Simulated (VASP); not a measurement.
# MgO: relaxation of volume and atoms at fixed shape with PBE

MgO:

```
Mg O
1.0
     4.21000    0.00000    0.00000
     0.00000    4.21000    0.00000
     0.00000    0.00000    4.21000
Mg O
4 4
Direct
  0.00000 0.00000 0.00000
  0.00000 0.50000 0.50000
  0.50000 0.00000 0.50000
  0.50000 0.50000 0.00000
  0.50000 0.00000 0.00000
  0.50000 0.50000 0.50000
  0.00000 0.00000 0.50000
  0.00000 0.50000 0.00000
```

| Item | Value |
| --- | --- |
| Program | VASP 6.6.1 |
| Task | relaxation of volume and atoms at fixed shape |
| Functional | PBE |
| Potentials or basis | VASP PAW PBE potentials, release 64 (Mg, O) |
| Cutoff | 600 eV |
| k mesh | 8 × 8 × 8 |
| Occupations | methfessel-paxton, width 0.1 eV |
| Spin | no spin polarisation |
| Dipole correction | no |
| Further INCAR settings | ALGO = Normal; EDIFF = 1e-07; IBRION = 2; EDIFFG = -0.01; NSW = 80; ISIF = 8 |

- Relaxed volume: 9.56 Å³/atom
- Relaxed cell: a = 4.245 Å, b = 4.245 Å, c = 4.245 Å, α = 90.00°, β = 90.00°, γ = 90.00°
- Space group after relaxing (to 0.1 Å): Fm-3m (No. 225)
- Energy gained by relaxing: 2.8 meV/atom
- Ionic steps: 3
- Pressure after relaxing: 0.0 GPa
- Band gap on the k mesh: 4.50 eV

Step by step:
| step | energy change (eV) | largest force (eV/Å) | pressure (GPa) | volume (Å³) |
| --- | --- | --- | --- | --- |
| 1 | 0.0000 | 0.0000 | 3.96 | 74.62 |
| 2 | -0.0201 | 0.0000 | -1.25 | 77.14 |
| 3 | -0.0226 | 0.0000 | 0.01 | 76.49 |

Final structure:
```cif
data_structure
_symmetry_space_group_name_H-M 'P 1'
_symmetry_Int_Tables_number 1
_cell_length_a 4.2449
_cell_length_b 4.2449
_cell_length_c 4.2449
_cell_angle_alpha 90.000
_cell_angle_beta 90.000
_cell_angle_gamma 90.000
_cell_volume 76.49
loop_
_atom_site_label
_atom_site_type_symbol
_atom_site_fract_x
_atom_site_fract_y
_atom_site_fract_z
_atom_site_occupancy
Mg1 Mg 0.00000 0.00000 0.00000 1
Mg2 Mg 0.00000 0.50000 0.50000 1
Mg3 Mg 0.50000 0.00000 0.50000 1
Mg4 Mg 0.50000 0.50000 0.00000 1
O1 O 0.50000 0.00000 0.00000 1
O2 O 0.50000 0.50000 0.50000 1
O3 O 0.00000 0.00000 0.50000 1
O4 O 0.00000 0.50000 0.00000 1
```

Levels at points of the mesh, in eV from the valence-band top:
```
           k point  band 13  band 14  band 15  band 16  band 17  band 18  band 19  band 20
(0.00, 0.00, 0.00)    -1.32     0.00     0.00     0.00     4.50     9.09     9.09     9.09
(0.50, 0.00, 0.00)    -0.72    -0.72    -0.72    -0.72     7.83     7.83    11.11    11.11
(0.50, 0.50, 0.00)    -0.63    -0.63    -0.63    -0.63     9.27     9.27     9.27     9.27
(0.50, 0.50, 0.50)    -0.63    -0.63    -0.63    -0.63     7.75     7.75     7.75     7.75
```

Run time: 2.4 min on 1 thread of Intel Xeon 8259CL, with other jobs on the host, peak memory 0.24 GiB.

A k mesh can miss the band edges.
